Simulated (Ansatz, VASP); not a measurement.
# HfN in VASP and in Ansatz

```
Hf N
1.0
     0.00000    1.95975    1.95975
     1.95975    0.00000    1.95975
     1.95975    1.95975    0.00000
Hf N
1 1
Direct
  0.00000 0.00000 0.00000
  0.50000 0.50000 0.50000
```

Change from the starting cell: volume scaled by 0.64, PAW files.

Alike in both runs: task single point; functional PBE; k mesh 15 × 15 × 15; occupations fermi-dirac, width 0.1 eV; no spin polarisation.

|  | VASP | Ansatz |
| --- | --- | --- |
| version | VASP 6.6.1 | Ansatz 0.2.0 |
| potentials or method | VASP PAW PBE potentials, release 64 (Hf_pv, N) | PAW with Ansatz's default frozen-core files, scalar-relativistic |
| plane-wave cutoff (eV) | 520 | 420 |
| valence electrons in the cell | 15 | 31 |

VASP gave:

| Quantity | Value |
| --- | --- |
| pressure (GPa) | 301.7 |

Q: Estimate Ansatz's values.

A: Pressure (GPa): 299.6.

Both programs put the cell under a high pressure, so it lies far from rest at this level. VASP's potentials hold 15 valence electrons a cell and Ansatz's 31, so a difference there can come from the potentials and not from the codes.

Neither program's run includes spin-orbit coupling. Noted on VASP's run: the cell as given lies far from equilibrium.
